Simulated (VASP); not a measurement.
The system is Au.

```
Au
1.0
     2.63589    0.00000    0.00000
     0.00000    2.63589    0.00000
     0.00000    0.00000    2.63589
Au
1
Cartesian
  0.0000 0.0000 0.0000
```

* Program: VASP 6.6.1
* Task: relaxation of cell and atoms
* Functional: PBEsol
* Potentials or basis: VASP PAW PBE potentials, release 64 (Au)
* Cutoff: 600 eV
* k mesh: 12 × 12 × 12
* Occupations: fermi-dirac, width 0.1 eV
* Spin: no spin polarisation

At the start: pressure 10.1 GPa; volume 18.31 Å³/atom.

Q: Where does the relaxation end?

A: Over 4 steps the energy falls by 35.8 meV/atom and the volume is 19.53 Å³/atom (+6.7 %); space group Pm-3m (No. 221, to 0.05 Å).

The path:
```csv
step,energy change (eV),largest force (eV/Å),pressure (GPa),volume (Å³)
1,0.0000,0.0000,10.11,18.31
2,0.0335,0.0000,-9.82,21.55
3,-0.0357,0.0000,-0.22,19.56
4,-0.0358,0.0000,-0.03,19.53
```

Final structure:
```
Au
1.0
     2.69313    0.00000    0.00000
     0.00000    2.69313    0.00000
     0.00000    0.00000    2.69313
Au
1
Direct
  0.00000 0.00000 0.00000
```

Caveat: the PAW data sets were made with another functional, which shifts forces and pressure a little.
